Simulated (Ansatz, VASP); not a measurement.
# WS2 in VASP and in Ansatz

```xyz
6
Lattice="3.2033 0.0000 0.0000 -1.6016 2.7741 0.0000 0.0000 0.0000 13.1495" Properties=species:S:1:pos:R:3 pbc="T T T"
W     0.0000    1.8494    3.2874
W     1.6016    0.9247    9.8621
S     0.0000    1.8494    8.3094
S     1.6016    0.9247    1.7347
S     0.0000    1.8494   11.4148
S     1.6016    0.9247    4.8401
```

Alike in both runs: functional r2SCAN; k mesh 12 × 12 × 2; occupations fermi-dirac, width 0.02 eV; no spin polarisation.

Ansatz relaxed the structure, and its values are those at the end. VASP's run is a single point on that final structure, the one shown.

```csv
,VASP,Ansatz
version,VASP 6.6.1,Ansatz 0.2.0
potentials or method,"VASP PAW PBE potentials, release 64 (W_sv, S), cutoff 550 eV",PAW plane waves
valence electrons in the cell,52,52
```

VASP gave:

- gap on the k mesh at the Fermi level (eV): 1.26
- pressure (GPa): -1.2
- rms of the force components (eV/Å): 0.008

Task: Estimate Ansatz's values.

Result: gap on the k mesh at the Fermi level (eV): 1.24; pressure (GPa): -1.3; rms of the force components (eV/Å): 0.001.

VASP's potentials were made for PBE, not for r2SCAN. The functional is the same, so the differences come from potentials, cutoffs and numerics. Ansatz's warnings: stress scf threshold loose.

Neither program's run includes spin-orbit coupling.
